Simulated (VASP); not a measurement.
# BiS (Cmcm) in VASP: notebook, part 2 of 2

VASP 6.6.1. The steps go on from the part before.

### 3 Single point, PBE

This run uses another cell than the first one, of 41.03 Å³/atom, 1.575 times its volume.

File INCAR:

```
ALGO = Normal ; EDIFF = 1E-6
ENCUT = 520 ; GGA = PE
ISIF = 2 ; ISMEAR = 0
LASPH = T ; LCHARG = T
LELF = T ; LREAL = F
LVHAR = T ; LWAVE = F
NBANDS = 29 ; NELM = 80
PREC = Accurate ; SIGMA = 0.1
```

File KPOINTS:

```
k-points
0
Gamma
  4 4 4
```

File POSCAR:

```
BiS
1.0
    2.5016448889     -6.6006238453      0.0000000000
    2.5016448889      6.6006238453      0.0000000000
    0.0000000000      0.0000000000      4.9694837657
Bi S
2 2
Direct
    0.8540000000      0.1460000000      0.7500000000
    0.1460000000      0.8540000000      0.2500000000
    0.5500000000      0.4500000000      0.7500000000
    0.4500000000      0.5500000000      0.2500000000
```

Potentials or basis: VASP PAW PBE potentials, release 64 (Bi_d, S).

Run with:

```sh
> cat potpaw_PBE.64/Bi_d/POTCAR potpaw_PBE.64/S/POTCAR > POTCAR
> mpirun -np 1 vasp_std > vasp.out
```

OUTCAR:

```text
EDIFF = 1E-6
   ENCUT = 520
   GGA = PE
   ISIF = 2
   ISMEAR = 0
   LASPH = T
   LREAL = F
   NELM = 80
   PREC = Accurate

 ion  position               nearest neighbor table
   1  0.854  0.146  0.750-
   2  0.146  0.854  0.250-
   3  0.550  0.450  0.750-
   4  0.450  0.550  0.250-

  LATTYP: Found a base centered orthorhombic cell.
 ALAT       =     5.0032897778
 B/A-ratio  =     2.6385135135
 C/A-ratio  =     0.9932432432

  Lattice vectors:

 A1 = (   2.5016448889,  -6.6006238453,   0.0000000000)
 A2 = (   2.5016448889,   6.6006238453,   0.0000000000)
 A3 = (   0.0000000000,   0.0000000000,   4.9694837657)

Analysis of symmetry for initial positions (statically):
=====================================================================
 Subroutine PRICEL returns:
 Original cell was already a primitive cell.

 Routine SETGRP: Setting up the symmetry group for a
 base centered orthorhombic supercell.

 Subroutine GETGRP returns: Found  8 space group operations
 (whereof  4 operations were pure point group operations)
 out of a pool of  8 trial point group operations.

The static configuration has the point symmetry C_2h.
 The point group associated with its full space group is D_2h.

Analysis of symmetry for dynamics (positions and initial velocities):
=====================================================================
 Subroutine PRICEL returns:
 Original cell was already a primitive cell.

 Routine SETGRP: Setting up the symmetry group for a
 base centered orthorhombic supercell.

 Subroutine GETGRP returns: Found  8 space group operations
 (whereof  4 operations were pure point group operations)
[... 115 lines left out ...]
   NUPDOWN=      -1.0000    fix difference up-down
   EMIN   =  10.00;   EMAX   =-10.00  energy-range for DOS
   EFERMI =   0.00;   METHOD = LEGACY
   ISMEAR =     0;   SIGMA  =   0.10  broadening in eV -4-tet -1-fermi 0-gaus
   EFERMI_NEDOS =   21; number of points for ismear=-14 and -15
   IALGO  =     38    algorithm
   IMIX   =      4    mixing-type and parameters
     AMIX     =   0.40;   BMIX     =  1.00
     AMIX_MAG =   1.60;   BMIX_MAG =  1.00
  volume/ion in A,a.u.               =      41.03       276.88
  Fermi-wavevector in a.u.,A,eV,Ry     =   1.039379  1.964142 14.698493  1.080309
  Thomas-Fermi vector in A             =   2.173907
   LORBIT       =      0    0 simple, 1 ext, 2 COOP (PROOUT), +10 PAW based schemes
   GGA     = PE    functional components
   LHFCALC =     F    Hartree Fock is set to
   AEXX    =    0.0000 exact exchange contribution
   IVDW    =     0    specifies the selected vdW correction
   LEPSILON=     F    determine dielectric tensor
   LRPA    =     F    only Hartree local field effects (RPA)
 non-spin polarized calculation
 Gauss-broadening in eV      SIGMA  =   0.10
  energy-cutoff  :      520.00
  volume of cell :      164.12
 maximum number of plane-waves:      4436
 NGX is ok and might be reduce to    54
   NGX = 27   NGY = 27   NGZ = 19

 number of electron      42.0000009 magnetization

 Free energy of the ion-electron system (eV)
  ---------------------------------------------------
  ext. energy  EPLUGINS =         0.00000000
  ---------------------------------------------------
  free energy    TOTEN  =       -11.33518068 eV

  energy without entropy =      -11.31566702  energy(sigma->0) =      -11.32542385

 E-fermi :   2.3734     XC(G=0):  -8.0451

 val. band max:        2.3715428349   @ k =   0.0000   0.0000   0.0000
 cond. band min:       2.3826775951   @ k =   0.0000   0.0000   0.2500
 fundamental gap:      0.0111347602
 Fermi energy:         2.3733662287

 k-point     1 :       0.0000    0.0000    0.0000
  band No.  band energies     occupation
      1     -21.0246      2.00000
      2     -21.0240      2.00000
      3     -21.0171      2.00000
      4     -21.0129      2.00000
      5     -21.0015      2.00000
      6     -20.9978      2.00000
[... 661 lines left out ...]
     28       7.9199      0.00000
     29       8.3272      0.00000

------------------------ aborting loop because EDIFF is reached ----------------------------------------

  FORCE on cell =-STRESS in cart. coord.  units (eV):
  Direction    XX          YY          ZZ          XY          YZ          ZX
  --------------------------------------------------------------------------------------
  -------------------------------------------------------------------------------------
  Total       -9.7862062     -8.5304520     -9.1745498      0.0000000      0.0000000      0.0000000
  in kB      -95.5373142    -83.2780811    -89.5660514      0.0000000      0.0000000      0.0000000
  external PRESSURE =     -89.4604823 kB  Pullay stress =       0.0000000 kB

 VOLUME and BASIS-vectors are now :
 -----------------------------------------------------------------------------
  energy-cutoff  :      520.00
  volume of cell :      164.12
      direct lattice vectors                 reciprocal lattice vectors
     2.501644889 -6.600623845  0.000000000     0.199868495 -0.075750416  0.000000000
     2.501644889  6.600623845  0.000000000     0.199868495  0.075750416  0.000000000
     0.000000000  0.000000000  4.969483766     0.000000000  0.000000000  0.201228145

 POSITION                                       TOTAL-FORCE (eV/Angst)
 -----------------------------------------------------------------------------------
      2.50164     -4.67324      3.72711         0.000000      0.003818      0.000000
      2.50164      4.67324      1.24237         0.000000     -0.003818     -0.000000
      2.50164     -0.66006      3.72711         0.000000      0.634947     -0.000000
      2.50164      0.66006      1.24237         0.000000     -0.634947      0.000000
 -----------------------------------------------------------------------------------
    total drift:                                0.000000     -0.000000     -0.000000

  FREE ENERGIE OF THE ION-ELECTRON SYSTEM (eV)
  ---------------------------------------------------
  free  energy   TOTEN  =       -11.3351806838 eV

  energy  without entropy=      -11.3156670200  energy(sigma->0) =      -11.32542385
```

OSZICAR:

```text
N       E                     dE             d eps       ncg     rms          rms(c)
DAV:   1     0.396707977467E+03    0.39671E+03   -0.20063E+04  1218   0.142E+03
DAV:   2     0.304195089343E+02   -0.36629E+03   -0.35810E+03  1326   0.365E+02
DAV:   3    -0.107469611231E+02   -0.41166E+02   -0.39593E+02  1423   0.137E+02
DAV:   4    -0.128467413215E+02   -0.20998E+01   -0.20514E+01  1406   0.332E+01
DAV:   5    -0.129348939065E+02   -0.88153E-01   -0.88136E-01  1750   0.675E+00    0.797E+00
DAV:   6    -0.125940054065E+02    0.34089E+00   -0.35658E+01  1428   0.106E+01    0.656E+00
DAV:   7    -0.113450645343E+02    0.12489E+01   -0.50349E+00  1430   0.620E+00    0.294E+00
DAV:   8    -0.113475783876E+02   -0.25139E-02   -0.89625E-01  1531   0.294E+00    0.116E+00
DAV:   9    -0.113349769525E+02    0.12601E-01   -0.59461E-02  1453   0.918E-01    0.580E-01
DAV:  10    -0.113349888793E+02   -0.11927E-04   -0.86374E-03  1391   0.351E-01    0.178E-01
DAV:  11    -0.113351658207E+02   -0.17694E-03   -0.46990E-04  1435   0.129E-01    0.228E-02
DAV:  12    -0.113351789196E+02   -0.13099E-04   -0.74337E-05  1657   0.433E-02    0.128E-02
DAV:  13    -0.113351811903E+02   -0.22706E-05   -0.12007E-05  1205   0.143E-02    0.680E-03
DAV:  14    -0.113351806838E+02    0.50651E-06   -0.20710E-06   975   0.834E-03
   1 F= -.11335181E+02 E0= -.11325424E+02  d E =-.195137E-01
```

stdout:

```text
POSCAR found type information on POSCAR BiS
 POSCAR found :  2 types and       4 ions
 scaLAPACK will be used
 LDA part: xc-table for (Slater+PW92), standard interpolation
 POSCAR, INCAR and KPOINTS ok, starting setup
 FFT: planning ... GRIDC
 FFT: planning ... GRID_SOFT
 FFT: planning ... GRID
 WAVECAR not read
 entering main loop
```

Run time: 86 s. Hardware: 1 thread of Intel Xeon Platinum 8488C (Sapphire Rapids), shared host; peak memory 0.36 GiB.

What came out:

* Free energy: -11.3352 eV
* Pressure: -8.9 GPa
* Largest force: 0.635 eV/Å
* Band gap on the k mesh: zero (band 21 reaches 2.61 eV, above the bottom of band 22 at 2.00 eV)

Forces on the atoms (eV/Å):
```
Bi   0.000  0.004  0.000
Bi   0.000 -0.004  0.000
S    0.000  0.635  0.000
S    0.000 -0.635  0.000
```

Levels at points of the mesh, in eV from the Fermi level:
```
           k point  band 19  band 20  band 21  band 22  band 23  band 24
(0.00, 0.00, 0.00)    -1.07    -0.41    -0.14     0.00     0.02     1.59
(0.50, 0.00, 0.00)    -1.23    -0.80    -0.07     0.31     0.43     0.52
(0.50, 0.50, 0.00)    -0.84    -0.79    -0.58    -0.21     0.71     0.72
(0.00, 0.00, 0.50)    -1.07    -1.07     0.02     0.02     0.31     0.31
(0.50, 0.00, 0.50)    -0.50    -0.50    -0.32    -0.32     0.66     0.66
(0.50, 0.50, 0.50)    -1.54    -1.54     0.23     0.23     0.54     0.54
```

Caveat: spin-orbit coupling is left out, which moves the levels of the heavy elements.

### 4 Relaxation of cell and atoms, PBE

This run uses another cell than the first one, of 41.03 Å³/atom, 1.575 times its volume.

File INCAR:

```
SYSTEM = BiS
PREC = Accurate
ENCUT = 600
EDIFF = 1E-7
ISMEAR = 0
SIGMA = 0.1
LREAL = .FALSE.
LASPH = .TRUE.
NELM = 100
ALGO = Normal
ISIF = 3
LWAVE = .FALSE.
LCHARG = .FALSE.
GGA = PE
IBRION = 2
NSW = 90
EDIFFG = -0.04
```

File KPOINTS:

```
Automatic mesh
0
G
  4 4 4
  0 0 0
```

POSCAR is that of step 3.

Run with:

```sh
> cat potpaw_PBE.64/Bi_d/POTCAR potpaw_PBE.64/S/POTCAR > POTCAR
> mpirun -np 1 vasp_std > vasp.out
```

Run time: 54 min. Hardware: 1 thread of Intel Xeon Platinum 8488C (Sapphire Rapids), shared host; peak memory 0.45 GiB.

Results (log left out):

* Free energy: -16.5145 eV
* Relaxed volume: 26.40 Å³/atom
* Relaxed cell: a = 6.907 Å, b = 6.907 Å, c = 3.796 Å, α = 90.00°, β = 90.00°, γ = 144.32°
* Space group after relaxing (to 0.05 Å): Cmcm (No. 63)
* Energy gained by relaxing: 1294.8 meV/atom
* Ionic steps: 51
* Pressure after relaxing: -0.1 GPa
* Largest force after relaxing: 0.039 eV/Å
* Band gap on the k mesh: zero (band 21 reaches 7.79 eV, above the bottom of band 22 at 5.79 eV)

Forces in eV/Å, atoms in the order of the input:
```
Bi   0.000 -0.023  0.000
Bi   0.000  0.023  0.000
S    0.000  0.039  0.000
S    0.000 -0.039  0.000
```

Stress tensor (GPa, compression positive):
```
 0.06  0.00  0.00
 0.00 -0.23  0.00
 0.00  0.00 -0.01
```

Step by step:
| step | energy change (eV) | largest force (eV/Å) | pressure (GPa) | volume (Å³) |
| --- | --- | --- | --- | --- |
| 1 | 0.0000 | 0.6350 | -8.92 | 164.12 |
| 3 | -2.7883 | 0.9075 | -0.75 | 102.73 |
| 5 | -2.9317 | 1.1186 | 0.35 | 99.55 |
| 7 | -2.7703 | 1.5690 | 15.83 | 84.09 |
| 9 | -3.5772 | 0.5063 | 1.72 | 94.26 |
| 11 | -3.6088 | 0.4643 | 0.05 | 96.75 |
| 13 | -3.6692 | 0.4258 | -0.37 | 97.57 |
| 15 | -3.8142 | 0.5118 | -0.15 | 101.26 |
| 17 | -0.4469 | 10.6924 | 21.92 | 115.17 |
| 19 | -4.2696 | 1.8005 | 3.56 | 107.11 |
| 21 | -4.2803 | 1.6662 | 3.21 | 106.96 |
| 23 | -4.3412 | 1.7454 | 2.83 | 108.86 |
| 25 | -4.4440 | 1.6181 | 1.70 | 112.16 |
| 27 | -4.6875 | 0.4454 | -2.96 | 118.94 |
| 29 | -4.7419 | 0.3726 | -3.09 | 118.29 |
| 31 | -5.0005 | 0.6918 | 1.52 | 105.98 |
| 33 | -5.1379 | 0.2968 | 0.30 | 106.09 |
| 35 | -5.1552 | 0.0602 | -0.01 | 106.06 |
| 37 | -5.1597 | 0.0649 | -0.24 | 106.02 |
| 39 | -5.1678 | 0.0843 | 0.05 | 105.38 |
| 41 | -5.1695 | 0.0814 | -0.08 | 105.61 |
| 43 | -5.1715 | 0.0557 | -0.35 | 106.21 |
| 45 | -5.1739 | 0.0235 | 0.27 | 105.30 |
| 47 | -5.1773 | 0.0069 | 0.20 | 105.34 |
| 49 | -5.1787 | 0.0347 | 0.15 | 105.37 |
| 51 | -5.1794 | 0.0392 | -0.06 | 105.62 |

Final structure:
```xyz
4
Lattice="2.1159 -6.5744 0.0000 2.1159 6.5744 0.0000 0.0000 0.0000 3.7962" Properties=species:S:1:pos:R:3 pbc="T T T"
Bi    2.1159   -5.0290    2.8472
Bi    2.1159    5.0290    0.9491
S     2.1159   -2.0237    2.8472
S     2.1159    2.0237    0.9491
```

Levels at points of the mesh, in eV from the Fermi level:
```tsv
k point	band 17	band 18	band 19	band 20	band 21	band 22	band 23	band 24	band 25
(0.00, 0.00, 0.00)	-4.20	-3.71	-2.79	-1.63	1.02	1.46	2.88	3.24	3.45
(0.50, 0.00, 0.00)	-2.28	-2.22	-2.04	-1.87	0.09	0.30	0.51	0.54	1.41
(0.50, 0.50, 0.00)	-3.89	-3.51	-3.03	-2.60	-1.74	2.70	3.06	3.18	3.74
(0.00, 0.00, 0.50)	-2.87	-2.87	-2.31	-2.31	-0.88	-0.88	-0.10	-0.10	1.72
(0.50, 0.00, 0.50)	-5.43	-5.43	-3.10	-3.10	0.20	0.20	3.11	3.11	3.54
(0.50, 0.50, 0.50)	-3.02	-3.02	-2.92	-2.92	-0.98	-0.98	0.07	0.07	0.64
```

Caveat: the volume moved by over 15 % at a fixed basis, so the end points are rough; spin-orbit coupling is left out, which moves the levels of the heavy elements.

### 5 The runs side by side

```csv
task,cell,cutoff (eV),gap on the mesh (eV),pressure (GPa),largest force (eV/Å)
single point,"a = 6.153, b = 6.153, c = 4.321 Å, angles 90.0, 90.0, 140.5°, 4 atoms",520,none,-0.2,0.03
single point,"a = 7.059, b = 7.059, c = 4.969 Å, angles 90.0, 90.0, 138.5°, 4 atoms",520,none,-8.9,0.63
relaxation of cell and atoms,"relaxed from a = 7.059, b = 7.059, c = 4.969 Å, angles 90.0, 90.0, 138.5°, 4 atoms",600,none,-0.1,0.04
```

Alike in all rows: level PBE; potentials or basis VASP PAW PBE potentials, release 64 (Bi_d, S); no spin polarisation; k mesh 4 × 4 × 4; smearing gaussian 0.1 eV.

Caveats: some runs use coarse meshes; spin-orbit coupling is left out, which moves the levels of the heavy elements; the volume moved by over 15 % at a fixed basis, so the end points are rough (some runs).

Absolute energies hang on the potentials; compare differences alone.
